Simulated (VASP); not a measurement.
**CdSe: single point with LDA**

CdSe:

```
Cd Se
1.0
     4.33928    0.00000    0.00000
    -2.16964    3.75793    0.00000
     0.00000    0.00000   14.15870
Cd Se
4 4
Direct
  0.00000 0.00000 0.99980
  0.33333 0.66667 0.24996
  0.00000 0.00000 0.49980
  0.66667 0.33333 0.74996
  0.00000 0.00000 0.18750
  0.33333 0.66667 0.43774
  0.00000 0.00000 0.68750
  0.66667 0.33333 0.93774
```

```json
{"Program": "VASP 6.6.1", "Task": "single point", "Functional": "LDA", "Potentials or basis": "VASP PAW LDA potentials, release 64 (Cd, Se)", "Cutoff": "520 eV", "k mesh": "12 × 12 × 2", "Occupations": "gaussian, width 0.01 eV", "Spin": "no spin polarisation", "Dipole correction": "no", "Further INCAR settings": "ALGO = Normal; EDIFF = 1e-07; NBANDS = 46"}
```

```yaml
Pressure: -2.8 GPa
Largest_force: 0.006 eV/Å
Band_gap_on_the_k_mesh: 0.34 eV, direct
```

Forces on the atoms (eV/Å):
```
Cd   0.000  0.000  0.004
Cd   0.000  0.000 -0.006
Cd   0.000  0.000  0.004
Cd   0.000  0.000 -0.006
Se   0.000  0.000 -0.002
Se   0.000  0.000  0.004
Se   0.000  0.000 -0.002
Se   0.000  0.000  0.004
```

Levels at points of the mesh, in eV from the valence-band top:
```csv
k point,band 34,band 35,band 36,band 37,band 38,band 39
"(0.00, 0.00, 0.00)",-0.02,0.00,0.00,0.34,2.02,2.07
"(0.50, 0.00, 0.00)",-1.29,-0.90,-0.73,2.33,2.65,3.23
"(0.00, 0.00, 0.50)",-0.12,-0.12,-0.12,1.43,1.43,2.12
"(0.50, 0.00, 0.50)",-1.23,-0.91,-0.91,2.76,2.76,3.25
```

It took 4.6 min on 1 thread of Intel(R) Xeon(R) Platinum 8488C (Sapphire Rapids) (shared host), peak memory 0.45 GiB.
